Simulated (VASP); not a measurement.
# WS2 in VASP: single point with PBE+D3(BJ)

Aim: the single point of WS2 with PBE+D3(BJ).

All numbers are computed with VASP 6.6.1; they aren't measurements. Logs are shortened: lines on timing, memory, paths and dates and some standing lists are left out, and cuts for length are marked.

### Step 1. The cell of the first run

The cell holds a slab with vacuum, 6 atoms: a = 3.160 Å, b = 3.160 Å, c = 23.804 Å, α = 90.00°, β = 90.00°, γ = 120.00°.

### Step 2. Single point, PBE+D3(BJ) (layers slid over each other)

INCAR

```
SYSTEM = WS2
ALGO = Normal
DIPOL = 0.5 0.5 0.398
EDIFF = 1E-7
ENCUT = 520
GGA = PE
IDIPOL = 3
ISIF = 2
ISMEAR = 0
IVDW = 12
LASPH = .TRUE.
LCHARG = .FALSE.
LDIPOL = .TRUE.
LREAL = .FALSE.
LWAVE = .FALSE.
NBANDS = 35
NELM = 80
PREC = Accurate
SIGMA = 0.05
```

KPOINTS

```
k-points
0
G
  9 9 1
  0 0 0
```

POSCAR

```
WS2
1.0
    3.1595456883      0.0000000000      0.0000000000
   -1.5797728441      2.7362468304      0.0000000000
    0.0000000000      0.0000000000     23.8042572081
S W
4 2
Direct
    0.3333333333      0.6666666667      0.1890418155
    0.3333333333      0.6666666667      0.3214605076
    0.8333333333      1.0000000000      0.4743743317
    0.8333333333      1.0000000000      0.6067930237
    0.6666666667      0.3333333333      0.2552511585
    0.5000000000      1.3333333333      0.5405836746
```

Potentials or basis: VASP PAW PBE potentials, release 64 (S, W_sv).

Run with:

```console
$ cat potpaw_PBE.64/S/POTCAR potpaw_PBE.64/W_sv/POTCAR > POTCAR
$ mpirun -np 1 vasp_std > vasp.out
```

OUTCAR:

```text
SYSTEM = WS2
   EDIFF = 1E-7
   ENCUT = 520
   GGA = PE
   ISIF = 2
   ISMEAR = 0
   IVDW = 12
   LASPH = .TRUE.
   LREAL = .FALSE.
   NELM = 80
   PREC = Accurate
 IVDW          = 12

 ion  position               nearest neighbor table
   1  0.333  0.667  0.189-   5 2.41   5 2.41   5 2.41
   2  0.333  0.667  0.321-   5 2.41   5 2.41   5 2.41
   3  0.833  0.000  0.474-   6 2.41   6 2.41   6 2.41
   4  0.833  0.000  0.607-   6 2.41   6 2.41   6 2.41
   5  0.667  0.333  0.255-   1 2.41   1 2.41   1 2.41   2 2.41   2 2.41   2 2.41
   6  0.500  0.333  0.541-   3 2.41   3 2.41   3 2.41   4 2.41   4 2.41   4 2.41

  LATTYP: Found a hexagonal cell.
 ALAT       =     3.1595456883
 C/A-ratio  =     7.5340759579

  Lattice vectors:

 A1 = (   3.1595456883,   0.0000000000,   0.0000000000)
 A2 = (  -1.5797728441,   2.7362468304,   0.0000000000)
 A3 = (   0.0000000000,   0.0000000000,  23.8042572081)

Analysis of symmetry for initial positions (statically):
=====================================================================
 Subroutine PRICEL returns:
 Original cell was already a primitive cell.

 Routine SETGRP: Setting up the symmetry group for a
 hexagonal supercell.

 Subroutine GETGRP returns: Found  2 space group operations
 (whereof  1 operations were pure point group operations)
 out of a pool of 24 trial point group operations.

The static configuration has the point symmetry C_1 .
 The point group associated with its full space group is S_2 .

Analysis of symmetry for dynamics (positions and initial velocities):
=====================================================================
 Subroutine PRICEL returns:
 Original cell was already a primitive cell.

 Routine SETGRP: Setting up the symmetry group for a
 hexagonal supercell.

 Subroutine GETGRP returns: Found  2 space group operations
 (whereof  1 operations were pure point group operations)
 out of a pool of 24 trial point group operations.

The dynamic configuration has the point symmetry C_1 .
 The point group associated with its full space group is S_2 .

 Subroutine INISYM returns: Found  2 space group operations
 (whereof  1 operations are pure point group operations),
 and found     1 'primitive' translations

----------------------------------------------------------------------------------------

                                     Primitive cell

  volume of cell :     205.7949

  direct lattice vectors                    reciprocal lattice vectors
     3.159545688  0.000000000  0.000000000     0.316501199  0.182732053  0.000000000
    -1.579772844  2.736246830  0.000000000     0.000000000  0.365464105  0.000000000
     0.000000000  0.000000000 23.804257208     0.000000000  0.000000000  0.042009292

  length of vectors
     3.159545688  3.159545688 23.804257208     0.365464105  0.365464105  0.042009292

  position of ions in fractional coordinates (direct lattice)
     0.333333333  0.666666667  0.189041815
     0.333333333  0.666666667  0.321460508
     0.833333333  0.000000000  0.474374332
     0.833333333  0.000000000  0.606793024
     0.666666667  0.333333333  0.255251159
     0.500000000  0.333333333  0.540583675

  ion indices of the primitive-cell ions
   primitive index   ion index
                 1           1
                 2           2
                 3           3
                 4           4
                 5           5
                 6           6

----------------------------------------------------------------------------------------

 KPOINTS: k-points

Automatic generation of k-mesh.
 Grid dimensions read from file:
 generate k-points for:    9    9    1

 Generating k-lattice:

  Cartesian coordinates                     Fractional coordinates (reciprocal lattice)
     0.035166800  0.020303561  0.000000000     0.111111111  0.000000000  0.000000000
     0.000000000  0.040607123  0.000000000     0.000000000  0.111111111  0.000000000
     0.000000000  0.000000000  0.042009292     0.000000000  0.000000000  1.000000000

  Length of vectors
     0.040607123  0.040607123  0.042009292

  Shift w.r.t. Gamma in fractional coordinates (k-lattice)
     0.000000000  0.000000000  0.000000000

 Subroutine IBZKPT returns following result:
 ===========================================

 Found     41 irreducible k-points:

 Following reciprocal coordinates:
            Coordinates               Weight
  0.000000  0.000000  0.000000      1.000000
  0.111111 -0.000000  0.000000      2.000000
  0.000000  0.111111  0.000000      2.000000
 -0.111111  0.111111  0.000000      2.000000
  0.222222 -0.000000  0.000000      2.000000
  0.000000  0.222222  0.000000      2.000000
[... 16 lines left out ...]
  0.333333  0.111111  0.000000      2.000000
 -0.111111  0.444444  0.000000      2.000000
 [... further k-points ...]
   k-points           NKPTS =     41   k-points in BZ     NKDIM =     41   number of bands    NBANDS=     35
   number of dos      NEDOS =    301   number of ions     NIONS =      6
   total plane-waves  NPLWV = 103680
   dimension x,y,z NGX =    24 NGY =   24 NGZ =  180
   dimension x,y,z NGXF=    48 NGYF=   48 NGZF=  360
   ions per type =               4   2
   NGX,Y,Z   is equivalent  to a cutoff of  12.63, 12.63, 12.57 a.u.
   NGXF,Y,Z  is equivalent  to a cutoff of  25.26, 25.26, 25.14 a.u.
 SYSTEM =  WS2
   PREC   = accura    normal or accurate (medium, high low for compatibility)
   ISTART =      0    job   : 0-new  1-cont  2-samecut
   ICHARG =      2    charge: 1-file 2-atom 10-const
   ISPIN  =      1    spin polarized calculation?
   LNONCOLLINEAR =      F non collinear calculations
   LSORBIT =      F    spin-orbit coupling
   LASPH  =      T    aspherical Exc in radial PAW
   ENCUT  =  520.0 eV  38.22 Ry    6.18 a.u.   5.87  5.87 44.26*2*pi/ulx,y,z
   NELM   =     80;   NELMIN=  2; NELMDL= -5     # of ELM steps
   EDIFF  = 0.1E-06   stopping-criterion for ELM
   LREAL  =      F    real-space projection
   EDIFFG = 0.1E-05   stopping-criterion for IOM
   NSW    =      0    number of steps for IOM
   IBRION =     -1    ionic relax: 0-MD 1-quasi-New 2-CG
   NFREE  =      0    steps in history (QN), initial steepest desc. (CG)
   ISIF   =      2    stress and relaxation
   ISYM   =      2    0-nonsym 1-usesym 2-fastsym
   POTIM  = 0.5000    time-step for ionic-motion
   TEBEG  =    0.0;   TEEND  =   0.0 temperature during run
   PSTRESS=    0.0 pullay stress
   NELECT =      52.0000    total number of electrons
   NUPDOWN=      -1.0000    fix difference up-down
   EMIN   =  10.00;   EMAX   =-10.00  energy-range for DOS
   EFERMI =   0.00;   METHOD = LEGACY
   ISMEAR =     0;   SIGMA  =   0.05  broadening in eV -4-tet -1-fermi 0-gaus
   EFERMI_NEDOS =   21; number of points for ismear=-14 and -15
   IALGO  =     38    algorithm
   IMIX   =      4    mixing-type and parameters
     AMIX     =   0.40;   BMIX     =  1.00
     AMIX_MAG =   1.60;   BMIX_MAG =  1.00
  volume/ion in A,a.u.               =      34.30       231.46
  Fermi-wavevector in a.u.,A,eV,Ry     =   1.034978  1.955825 14.574280  1.071179
  Thomas-Fermi vector in A             =   2.169299
   LORBIT       =      0    0 simple, 1 ext, 2 COOP (PROOUT), +10 PAW based schemes
   GGA     = PE    functional components
   LHFCALC =     F    Hartree Fock is set to
   AEXX    =    0.0000 exact exchange contribution
   IVDW    =    12    specifies the selected vdW correction
   LEPSILON=     F    determine dielectric tensor
   LRPA    =     F    only Hartree local field effects (RPA)
 non-spin polarized calculation
 Gauss-broadening in eV      SIGMA  =   0.05
  energy-cutoff  :      520.00
  volume of cell :      205.79
 maximum number of plane-waves:      5566
   NGX = 11   NGY = 11   NGZ = 89

 dipolmoment           0.000000      0.000000      0.000008 electrons x Angstroem

 number of electron      51.9999994 magnetization

 dipolmoment           0.000000      0.000000     -0.000003 electrons x Angstroem

 Free energy of the ion-electron system (eV)
  ---------------------------------------------------
  ext. energy  EPLUGINS =         0.00000000
  ---------------------------------------------------
  free energy    TOTEN  =       -47.32611467 eV

  energy without entropy =      -47.32611467  energy(sigma->0) =      -47.32611467

 E-fermi :   1.1376     XC(G=0):  -6.1836

 val. band max:        0.9204870370   @ k =   0.0000   0.0000   0.0000
 cond. band min:       2.7356137438   @ k =   0.3333   0.3333   0.0000
 fundamental gap:      1.8151267068
 Fermi energy:         1.1375727845

 k-point     1 :       0.0000    0.0000    0.0000
  band No.  band energies     occupation
      1     -73.1944      2.00000
      2     -73.1944      2.00000
      3     -37.4463      2.00000
      4     -37.4463      2.00000
      5     -37.2719      2.00000
      6     -37.2718      2.00000
[... 27 lines left out ...]
     34       3.8923      0.00000
     35       5.8555      0.00000

 k-point     2 :       0.1111   -0.0000    0.0000
  band No.  band energies     occupation
      1     -73.1923      2.00000
      2     -73.1922      2.00000
      3     -37.4386      2.00000
      4     -37.4386      2.00000
      5     -37.3146      2.00000
      6     -37.3146      2.00000
[... 27 lines left out ...]
     34       4.1171      0.00000
     35       6.2203      0.00000

 k-point     3 :       0.0000    0.1111    0.0000
  band No.  band energies     occupation
      1     -73.1923      2.00000
      2     -73.1922      2.00000
      3     -37.4386      2.00000
      4     -37.4386      2.00000
      5     -37.3146      2.00000
      6     -37.3146      2.00000
[... 27 lines left out ...]
     34       4.1167      0.00000
     35       6.2201      0.00000

 k-point     4 :      -0.1111    0.1111    0.0000
  band No.  band energies     occupation
      1     -73.1923      2.00000
      2     -73.1922      2.00000
      3     -37.4386      2.00000
      4     -37.4386      2.00000
      5     -37.3146      2.00000
      6     -37.3146      2.00000
[... 27 lines left out ...]
     34       4.1237      0.00000
     35       6.2199      0.00000

 k-point     5 :       0.2222   -0.0000    0.0000
  band No.  band energies     occupation
      1     -73.1868      2.00000
      2     -73.1867      2.00000
      3     -37.4215      2.00000
      4     -37.4215      2.00000
      5     -37.4190      2.00000
      6     -37.4190      2.00000
[... 638 lines left out ...]
 k-point    22 :       0.3333   -0.1111    0.0000
  band No.  band energies     occupation
      1     -73.1826      2.00000
      2     -73.1826      2.00000
      3     -37.4898      2.00000
      4     -37.4898      2.00000
      5     -37.4040      2.00000
      6     -37.4040      2.00000
[... 27 lines left out ...]
     34       5.4138      0.00000
     35       7.5979      0.00000

 k-point    23 :       0.3333    0.1111    0.0000
  band No.  band energies     occupation
      1     -73.1774      2.00000
      2     -73.1774      2.00000
      3     -37.5795      2.00000
      4     -37.5795      2.00000
      5     -37.3856      2.00000
      6     -37.3855      2.00000
[... 27 lines left out ...]
     34       5.5754      0.00000
     35       7.1283      0.00000

 k-point    24 :      -0.1111    0.4444    0.0000
  band No.  band energies     occupation
      1     -73.1774      2.00000
      2     -73.1774      2.00000
      3     -37.5795      2.00000
      4     -37.5795      2.00000
      5     -37.3856      2.00000
      6     -37.3855      2.00000
[... 27 lines left out ...]
     34       5.5723      0.00000
     35       7.1217      0.00000

 [... further k-points ...]

------------------------ aborting loop because EDIFF is reached ----------------------------------------

 vacuum level on the upper side and lower side of the slab       (xc-potential included)        -0.094        -0.095

 Edisp (eV)   -2.08243

 E8    (eV) :    -0.9048

  FORCE on cell =-STRESS in cart. coord.  units (eV):
  Direction    XX          YY          ZZ          XY          YZ          ZX
  --------------------------------------------------------------------------------------
  -------------------------------------------------------------------------------------
  Total      -0.19976    -0.20122    -0.64515     0.01548     0.02372     0.02283
  in kB      -1.55521    -1.56658    -5.02272     0.12055     0.18463     0.17773
  external pressure =       -2.71 kB  Pullay stress =        0.00 kB

 VOLUME and BASIS-vectors are now :
 -----------------------------------------------------------------------------
  energy-cutoff  :      520.00
  volume of cell :      205.79
      direct lattice vectors                 reciprocal lattice vectors
     3.159545688  0.000000000  0.000000000     0.316501199  0.182732053  0.000000000
    -1.579772844  2.736246830  0.000000000     0.000000000  0.365464105  0.000000000
     0.000000000  0.000000000 23.804257208     0.000000000  0.000000000  0.042009292

 POSITION                                       TOTAL-FORCE (eV/Angst)
 -----------------------------------------------------------------------------------
     -0.00000      1.82416      4.50000        -0.000403      0.000197      0.003769
     -0.00000      1.82416      7.65213        -0.003859     -0.003565      0.061193
      2.63295      0.00000     11.29213         0.003859      0.003565     -0.061193
      2.63295      0.00000     14.44426         0.000403     -0.000197     -0.003769
      1.57977      0.91208      6.07606        -0.000761     -0.001860      0.044759
      1.05318      0.91208     12.86819         0.000761      0.001860     -0.044759
 -----------------------------------------------------------------------------------
    total drift:                                0.000001     -0.000000     -0.000388

  FREE ENERGIE OF THE ION-ELECTRON SYSTEM (eV)
  ---------------------------------------------------
  free  energy   TOTEN  =       -49.4085475006 eV

  energy  without entropy=      -49.4085475005  energy(sigma->0) =      -49.40854750

 vacuum level on the upper side and lower side of the slab         6.394         6.394
```

Run time: 9.9 min. Hardware: 1 thread of Intel Xeon 8259CL, shared host; peak memory 0.45 GiB.

Results:

| Item | Value |
| --- | --- |
| Free energy | -49.4085 eV |
| Largest force | 0.061 eV/Å |
| Band gap on the k mesh | 1.82 eV (least direct gap 1.92 eV) |
| Dispersion energy per atom | -0.347 eV |

Forces in eV/Å, atoms in the order of the input:
```
S    0.000  0.000  0.004
S   -0.004 -0.004  0.061
S    0.004  0.004 -0.061
S    0.000  0.000 -0.004
W   -0.001 -0.002  0.045
W    0.001  0.002 -0.045
```

Levels at points of the mesh, in eV from the valence-band top:
```tsv
k point	band 22	band 23	band 24	band 25	band 26	band 27	band 28	band 29	band 30	band 31
(0.00, 0.00, 0.00)	-1.68	-1.67	-1.67	-0.40	0.00	2.81	2.82	2.83	2.84	2.95
```

Caveat: the cell differs from its parent crystal (layers slid over each other); spin-orbit coupling is left out, which moves the levels of the heavy elements.
